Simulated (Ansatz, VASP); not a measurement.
# Ag: VASP beside Ansatz

File INCAR:

```
SYSTEM = Ag
ALGO     = Fast           ! electronic algorithm
EDIFF    = 1E-7           ! SCF threshold, eV
ENCUT    = 520            ! plane-wave cutoff, eV
ISIF     = 2              ! what is computed and relaxed
ISMEAR   = 0              ! smearing method
LASPH    = .TRUE.         ! aspherical terms in the spheres
LCHARG   = .FALSE.        ! write CHGCAR
LREAL    = .FALSE.        ! projectors in reciprocal space
LWAVE    = .FALSE.        ! write WAVECAR
NBANDS   = 18             ! bands
NELM     = 60             ! most SCF steps
PREC     = Accurate       ! precision mode
SIGMA    = 0.15           ! smearing width, eV
```

KPOINTS

```
k-points
0
G
  21 21 12
  0 0 0
```

Contents of POSCAR:

```
Ag
1.0
    3.0931028461      0.0000000000      0.0000000000
   -1.5465514230      2.6787056412      0.0000000000
    0.0000000000      0.0000000000      4.2981489721
Ag
2
Direct
    0.3333333333      0.6666666667      0.2500000000
    0.6666666667      0.3333333333      0.7500000000
```

Input for Ansatz:

```yaml
crystal:
  lattice:
    - [3.0931028461, 0.0, 0.0]
    - [-1.546551423, 2.6787056412, 0.0]
    - [0.0, 0.0, 4.2981489721]
  atoms:
    - { symbol: Ag, position: [0.3333333333, 0.6666666667, 0.25] }
    - { symbol: Ag, position: [0.6666666667, 0.3333333333, 0.75] }
basis:
  ecutwfc: 420
kpoints:
  mp_grid: { grid: [21, 21, 12] }
hamiltonian:
  xc: lda
scf:
  occupations: { method: gaussian, width: 0.15 }
output:
  forces: true
  stress: true
  eigenvalues: true
```

Alike in both runs: task single point; functional LDA; k mesh 21 × 21 × 12; occupations gaussian, width 0.15 eV; no spin polarisation.

|  | VASP | Ansatz |
| --- | --- | --- |
| version | VASP 6.6.1 | Ansatz 0.2.0 |
| potentials or method | VASP PAW LDA potentials, release 64 (Ag), cutoff 520 eV | scalar-relativistic, plane waves, PAW |
| valence electrons in the cell | 22 | 38 |

VASP gave:

| Item | Value |
| --- | --- |
| gap on the k mesh at the Fermi level (eV) | none |
| pressure (GPa) | -7.9 |
| traceless stress, the component that is largest in VASP (GPa) | 6.48 |

Question: Estimate Ansatz's values.

Answer: gap on the k mesh at the Fermi level (eV): none; pressure (GPa): -8.0; traceless stress, the component that is largest in VASP (GPa): 6.45.

LDA's correlation is that of Perdew and Zunger in VASP and of Perdew and Wang (1992) in Ansatz. A gap of «none» marks a metal or a gap that the smearing closes. VASP's potentials hold 22 valence electrons a cell and Ansatz's 38, so a difference there can come from the potentials and not from the codes.
